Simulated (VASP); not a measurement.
# WC (P-6m2) in VASP: further runs

Aim: see how the results for WC move with the level of theory and the settings. Levels: r2SCAN+rVV10, r2SCAN+U. Tasks: single point.

Program: VASP 6.6.1. These are calculated values, not measurements. Logs are shortened: lines on timing, memory, paths and dates and some standing lists are left out, and cuts for length are marked.

### 1 The cell of the first run

It takes space group P-6m2 (No. 187, hexagonal). Conventional cell: a = 2.907 Å, b = 2.907 Å, c = 2.837 Å, α = 90.00°, β = 90.00°, γ = 120.00°. W (site symmetry -6m2) has 6 C at 2.20 Å and 8 W at 2.84 to 2.91 Å within 3.0 Å. Within 3.0 Å of C (site symmetry -6m2) lie 6 W at 2.20 Å and 8 C at 2.84 to 2.91 Å.

### 2 Single point, r2SCAN+rVV10

File POSCAR:

```
WC
1.0
    2.9065000000      0.0000000000      0.0000000000
   -1.4532500000      2.5171028361      0.0000000000
    0.0000000000      0.0000000000      2.8366000000
W C
1 1
Direct
    0.0000000000      0.0000000000      0.0000000000
    0.6666666667      0.3333333333      0.5000000000
```

File INCAR.step1:

```
  ALGO = Normal
  EDIFF = 1E-5
  ENCUT = 660
  GGA = PE
  GGA_COMPAT = False
  ISMEAR = 1
  LASPH = True
  LCHARG = False
  LREAL = False
  LWAVE = True
  NBANDS = 16
  NELM = 120
  PREC = Accurate
  SIGMA = 0.05
```

File INCAR.step2:

```
  ALGO = Normal
  BPARAM = 11.95
  CPARAM = 0.0093
  EDIFF = 1E-6
  ENCUT = 660
  GGA_COMPAT = False
  ISIF = 2
  ISMEAR = 1
  ISTART = 1
  IVDW_NL = 2
  LASPH = True
  LCHARG = True
  LELF = True
  LMIXTAU = True
  LREAL = False
  LUSE_VDW = True
  LVHAR = True
  LWAVE = False
  METAGGA = R2SCAN
  NBANDS = 16
  NELM = 120
  PREC = Accurate
  SIGMA = 0.05
```

File KPOINTS:

```
k-points
0
Gamma
  10 10 9
```

Potentials or basis: VASP PAW PBE potentials, release 64 (W_sv, C).

Run with:

```console
$ cat potpaw_PBE.64/W_sv/POTCAR potpaw_PBE.64/C/POTCAR > POTCAR
$ cp INCAR.step1 INCAR
$ mpirun -np 1 vasp_std > vasp.out
$ cp INCAR.step2 INCAR
$ mpirun -np 1 vasp_std > vasp.out
```

OUTCAR:

```text
BPARAM = 11.95
   EDIFF = 1E-6
   ENCUT = 660
   ISIF = 2
   ISMEAR = 1
   ISTART = 1
   IVDW_NL = 2
   LASPH = True
   LREAL = False
   METAGGA = R2SCAN
   NELM = 120
   PREC = Accurate

 ion  position               nearest neighbor table
   1  0.000  0.000  0.000-   2 2.20   2 2.20   2 2.20   2 2.20   2 2.20   2 2.20
   2  0.667  0.333  0.500-   1 2.20   1 2.20   1 2.20   1 2.20   1 2.20   1 2.20

  LATTYP: Found a hexagonal cell.
 ALAT       =     2.9065000000
 C/A-ratio  =     0.9759504559

  Lattice vectors:

 A1 = (   2.9065000000,   0.0000000000,   0.0000000000)
 A2 = (  -1.4532500000,   2.5171028361,   0.0000000000)
 A3 = (   0.0000000000,   0.0000000000,   2.8366000000)

Analysis of symmetry for initial positions (statically):
=====================================================================
 Subroutine PRICEL returns:
 Original cell was already a primitive cell.

 Routine SETGRP: Setting up the symmetry group for a
 hexagonal supercell.

 Subroutine GETGRP returns: Found 12 space group operations
 (whereof 12 operations were pure point group operations)
 out of a pool of 24 trial point group operations.

The static configuration has the point symmetry D_3h.

Analysis of symmetry for dynamics (positions and initial velocities):
=====================================================================
 Subroutine PRICEL returns:
 Original cell was already a primitive cell.

 Routine SETGRP: Setting up the symmetry group for a
 hexagonal supercell.

 Subroutine GETGRP returns: Found 12 space group operations
 (whereof 12 operations were pure point group operations)
 out of a pool of 24 trial point group operations.

The dynamic configuration has the point symmetry D_3h.

 Subroutine INISYM returns: Found 12 space group operations
 (whereof 12 operations are pure point group operations),
 and found     1 'primitive' translations

----------------------------------------------------------------------------------------

                                     Primitive cell

  volume of cell :      20.7525

  direct lattice vectors                    reciprocal lattice vectors
     2.906500000  0.000000000  0.000000000     0.344056425  0.198641070  0.000000000
    -1.453250000  2.517102836  0.000000000     0.000000000  0.397282139  0.000000000
     0.000000000  0.000000000  2.836600000     0.000000000  0.000000000  0.352534725

  length of vectors
     2.906500000  2.906500000  2.836600000     0.397282139  0.397282139  0.352534725

  position of ions in fractional coordinates (direct lattice)
     0.000000000  0.000000000  0.000000000
     0.666666667  0.333333333  0.500000000

  ion indices of the primitive-cell ions
   primitive index   ion index
                 1           1
                 2           2

----------------------------------------------------------------------------------------

 KPOINTS: k-points

Automatic generation of k-mesh.
 Grid dimensions read from file:
 generate k-points for:   10   10    9

 Generating k-lattice:

  Cartesian coordinates                     Fractional coordinates (reciprocal lattice)
     0.034405643  0.019864107  0.000000000     0.100000000  0.000000000  0.000000000
     0.000000000  0.039728214  0.000000000     0.000000000  0.100000000  0.000000000
     0.000000000  0.000000000  0.039170525     0.000000000  0.000000000  0.111111111

  Length of vectors
     0.039728214  0.039728214  0.039170525

  Shift w.r.t. Gamma in fractional coordinates (k-lattice)
     0.000000000  0.000000000  0.000000000

 Subroutine IBZKPT returns following result:
 ===========================================

 Found     70 irreducible k-points:

 Following reciprocal coordinates:
            Coordinates               Weight
  0.000000  0.000000  0.000000      1.000000
  0.100000  0.000000  0.000000      6.000000
  0.200000  0.000000  0.000000      6.000000
  0.300000  0.000000  0.000000      6.000000
  0.400000  0.000000  0.000000      6.000000
  0.500000  0.000000  0.000000      3.000000
[... 16 lines left out ...]
  0.300000  0.100000  0.111111     24.000000
  0.400000  0.100000  0.111111     24.000000
 [... further k-points ...]
   k-points           NKPTS =     70   k-points in BZ     NKDIM =     70   number of bands    NBANDS=     16
   number of dos      NEDOS =    301   number of ions     NIONS =      2
   total plane-waves  NPLWV =  13824
   dimension x,y,z NGX =    24 NGY =   24 NGZ =   24
   dimension x,y,z NGXF=    48 NGYF=   48 NGZF=   48
   ions per type =               1   1
   NGX,Y,Z   is equivalent  to a cutoff of  13.73, 13.73, 14.07 a.u.
   NGXF,Y,Z  is equivalent  to a cutoff of  27.46, 27.46, 28.13 a.u.
 SYSTEM =  unknown system
   PREC   = accura    normal or accurate (medium, high low for compatibility)
   ISTART =      1    job   : 0-new  1-cont  2-samecut
   ICHARG =      0    charge: 1-file 2-atom 10-const
   ISPIN  =      1    spin polarized calculation?
   LNONCOLLINEAR =      F non collinear calculations
   LSORBIT =      F    spin-orbit coupling
   LASPH  =      T    aspherical Exc in radial PAW
   ENCUT  =  660.0 eV  48.51 Ry    6.96 a.u.   6.09  6.09  5.94*2*pi/ulx,y,z
   NELM   =    120;   NELMIN=  2; NELMDL=  0     # of ELM steps
   EDIFF  = 0.1E-05   stopping-criterion for ELM
   LREAL  =      F    real-space projection
[... 7 lines left out ...]
   TEBEG  =    0.0;   TEEND  =   0.0 temperature during run
   PSTRESS=    0.0 pullay stress
   NELECT =      18.0000    total number of electrons
   NUPDOWN=      -1.0000    fix difference up-down
   EMIN   =  10.00;   EMAX   =-10.00  energy-range for DOS
   EFERMI =   0.00;   METHOD = LEGACY
   ISMEAR =     1;   SIGMA  =   0.05  broadening in eV -4-tet -1-fermi 0-gaus
   EFERMI_NEDOS =   21; number of points for ismear=-14 and -15
   IALGO  =     38    algorithm
   IMIX   =      4    mixing-type and parameters
     AMIX     =   0.40;   BMIX     =  1.00
     AMIX_MAG =   1.60;   BMIX_MAG =  1.00
  volume/ion in A,a.u.               =      10.38        70.02
  Fermi-wavevector in a.u.,A,eV,Ry     =   1.561262  2.950358 33.164744  2.437540
  Thomas-Fermi vector in A             =   2.664353
   LORBIT       =      0    0 simple, 1 ext, 2 COOP (PROOUT), +10 PAW based schemes
   METAGGA = R2SCAN    functional components
   LHFCALC =     F    Hartree Fock is set to
   AEXX    =    0.0000 exact exchange contribution
   IVDW_NL    =     2    kernel type
   BPARAM     =11.9500
   IVDW    =     0    specifies the selected vdW correction
   LEPSILON=     F    determine dielectric tensor
   LRPA    =     F    only Hartree local field effects (RPA)
 non-spin polarized calculation
 Methfessel and Paxton  Order N= 1 SIGMA  =   0.05
  energy-cutoff  :      660.00
  volume of cell :       20.75
 maximum number of plane-waves:       818
   NGX = 13   NGY = 13   NGZ = 11

 number of electron      18.0000000 magnetization

 Free energy of the ion-electron system (eV)
  ---------------------------------------------------
  ext. energy  EPLUGINS =         0.00000000
  ---------------------------------------------------
  free energy    TOTEN  =       -61.38548209 eV

  energy without entropy =      -61.38537660  energy(sigma->0) =      -61.38544692

 E-fermi :  11.0046     XC(G=0): -14.9901

 val. band max:       10.9828640624   @ k =   0.4000   0.2000   0.0000
 cond. band min:      11.0263229730   @ k =   0.1000   0.0000   0.3333
 fundamental gap:      0.0434589106
 Fermi energy:        11.0045739973

 k-point     1 :       0.0000    0.0000    0.0000
  band No.  band energies     occupation
      1     -64.9670      2.00000
      2     -28.2782      2.00000
      3     -28.1669      2.00000
      4     -28.1669      2.00000
      5      -4.2945      2.00000
      6       6.4602      2.00000
[... 8 lines left out ...]
     15      26.1971      0.00000
     16      28.5317      0.00000

 k-point     2 :       0.1000    0.0000    0.0000
  band No.  band energies     occupation
      1     -64.9607      2.00000
      2     -28.2670      2.00000
      3     -28.2542      2.00000
      4     -28.1866      2.00000
      5      -4.0260      2.00000
      6       6.5048      2.00000
[... 8 lines left out ...]
     15      25.7176      0.00000
     16      29.1101      0.00000

 k-point     3 :       0.2000    0.0000    0.0000
  band No.  band energies     occupation
      1     -64.9444      2.00000
      2     -28.4777      2.00000
      3     -28.2377      2.00000
      4     -28.2374      2.00000
      5      -3.2887      2.00000
      6       5.7372      2.00000
[... 8 lines left out ...]
     15      25.5372      0.00000
     16      30.4072      0.00000

 k-point     4 :       0.3000    0.0000    0.0000
  band No.  band energies     occupation
      1     -64.9241      2.00000
      2     -28.7448      2.00000
      3     -28.3001      2.00000
      4     -28.2006      2.00000
      5      -2.2753      2.00000
      6       4.6975      2.00000
[... 8 lines left out ...]
     15      26.5366      0.00000
     16      29.1183      0.00000

 k-point     5 :       0.4000    0.0000    0.0000
  band No.  band energies     occupation
      1     -64.9076      2.00000
      2     -28.9539      2.00000
      3     -28.3500      2.00000
      4     -28.1707      2.00000
      5      -1.3076      2.00000
      6       3.9182      2.00000
[... 8 lines left out ...]
     15      25.7837      0.00000
     16      29.1732      0.00000

 k-point     6 :       0.5000    0.0000    0.0000
  band No.  band energies     occupation
      1     -64.9013      2.00000
      2     -29.0323      2.00000
      3     -28.3690      2.00000
      4     -28.1592      2.00000
      5      -0.8744      2.00000
      6       3.6121      2.00000
[... 8 lines left out ...]
     15      24.6352      0.00000
     16      30.2180      0.00000

 k-point     7 :       0.1000    0.1000    0.0000
  band No.  band energies     occupation
      1     -64.9494      2.00000
      2     -28.4031      2.00000
      3     -28.2466      2.00000
      4     -28.2284      2.00000
      5      -3.5217      2.00000
      6       6.0367      2.00000
[... 8 lines left out ...]
     15      25.5024      0.00000
     16      29.9218      0.00000

 k-point     8 :       0.2000    0.1000    0.0000
  band No.  band energies     occupation
      1     -64.9311      2.00000
      2     -28.6327      2.00000
      3     -28.3007      2.00000
      4     -28.2134      2.00000
      5      -2.6355      2.00000
      6       5.1012      2.00000
[... 8 lines left out ...]
     15      25.9942      0.00000
     16      29.9874      0.00000

 k-point     9 :       0.3000    0.1000    0.0000
  band No.  band energies     occupation
      1     -64.9127      2.00000
      2     -28.8546      2.00000
      3     -28.3729      2.00000
      4     -28.1800      2.00000
      5      -1.6105      2.00000
      6       4.2618      2.00000
[... 8 lines left out ...]
     15      26.9860      0.00000
     16      28.3569      0.00000
[... 172 lines left out ...]
 k-point    19 :       0.4000    0.0000    0.1111
  band No.  band energies     occupation
      1     -64.9024      2.00000
      2     -28.9403      2.00000
      3     -28.3403      2.00000
      4     -28.2596      2.00000
      5      -1.1969      2.00000
      6       3.8991      2.00000
[... 8 lines left out ...]
     15      25.3836      0.00000
     16      29.0226      0.00000

 k-point    20 :       0.5000    0.0000    0.1111
  band No.  band energies     occupation
      1     -64.8962      2.00000
      2     -29.0181      2.00000
      3     -28.3591      2.00000
      4     -28.2473      2.00000
      5      -0.8036      2.00000
      6       3.5487      2.00000
[... 8 lines left out ...]
     15      24.6719      0.00000
     16      29.9839      0.00000

 k-point    21 :       0.1000    0.1000    0.1111
  band No.  band energies     occupation
      1     -64.9442      2.00000
      2     -28.3955      2.00000
      3     -28.3387      2.00000
      4     -28.2197      2.00000
      5      -3.2490      2.00000
      6       6.2046      2.00000
[... 8 lines left out ...]
     15      25.3155      0.00000
     16      29.4963      0.00000

 k-point    22 :       0.2000    0.1000    0.1111
  band No.  band energies     occupation
      1     -64.9259      2.00000
      2     -28.6215      2.00000
      3     -28.3050      2.00000
      4     -28.2914      2.00000
      5      -2.4188      2.00000
      6       5.2665      2.00000
[... 8 lines left out ...]
     15      25.4670      0.00000
     16      29.5145      0.00000

 k-point    23 :       0.3000    0.1000    0.1111
  band No.  band energies     occupation
      1     -64.9075      2.00000
      2     -28.8416      2.00000
      3     -28.3631      2.00000
      4     -28.2695      2.00000
      5      -1.4761      2.00000
      6       4.3564      2.00000
[... 8 lines left out ...]
     15      26.0952      0.00000
     16      28.4958      0.00000

 k-point    24 :       0.4000    0.1000    0.1111
  band No.  band energies     occupation
      1     -64.8962      2.00000
      2     -28.9745      2.00000
      3     -28.4071      2.00000
      4     -28.2473      2.00000
      5      -0.7901      2.00000
      6       3.7766      2.00000
[... 8 lines left out ...]
     15      25.2061      0.00000
     16      29.4578      0.00000

 [... further k-points ...]

------------------------ aborting loop because EDIFF is reached ----------------------------------------

  FORCE on cell =-STRESS in cart. coord.  units (eV):
  Direction    XX          YY          ZZ          XY          YZ          ZX
  --------------------------------------------------------------------------------------
  -------------------------------------------------------------------------------------
  Total        0.2944738      0.2944738      0.0597482      0.0000000     -0.0000000     -0.0000000
  in kB       22.7346317     22.7346317      4.6128181      0.0000000     -0.0000000     -0.0000000
  external PRESSURE =      16.6940272 kB  Pullay stress =       0.0000000 kB

 VOLUME and BASIS-vectors are now :
 -----------------------------------------------------------------------------
  energy-cutoff  :      660.00
  volume of cell :       20.75
      direct lattice vectors                 reciprocal lattice vectors
     2.906500000  0.000000000  0.000000000     0.344056425  0.198641070  0.000000000
    -1.453250000  2.517102836  0.000000000     0.000000000  0.397282139  0.000000000
     0.000000000  0.000000000  2.836600000     0.000000000  0.000000000  0.352534725

 POSITION                                       TOTAL-FORCE (eV/Angst)
 -----------------------------------------------------------------------------------
      0.00000      0.00000      0.00000         0.000000      0.000000      0.000000
      1.45325      0.83903      1.41830        -0.000000      0.000000      0.000000
 -----------------------------------------------------------------------------------
    total drift:                                0.000000     -0.000000      0.000000

  FREE ENERGIE OF THE ION-ELECTRON SYSTEM (eV)
  ---------------------------------------------------
  free  energy   TOTEN  =       -61.3854820865 eV

  energy  without entropy=      -61.3853766015  energy(sigma->0) =      -61.38544692
```

It took 37 s on 1 thread of Intel Xeon 6975P-C (Granite Rapids), shared host; peak memory 0.24 GiB.

What came out:

- Free energy: -61.3855 eV
- Pressure: 1.7 GPa
- Band gap on the k mesh: zero (bands 9 and 10 overlap by 1.23 eV)

Caveat: the PAW data sets were made with another functional, which shifts forces and pressure a little; spin-orbit coupling is left out, which moves the levels of the heavy elements.

(Part 1 of 2 ends here.)

The gap in the log of VASP goes by the Fermi energy; the results here count the filled bands.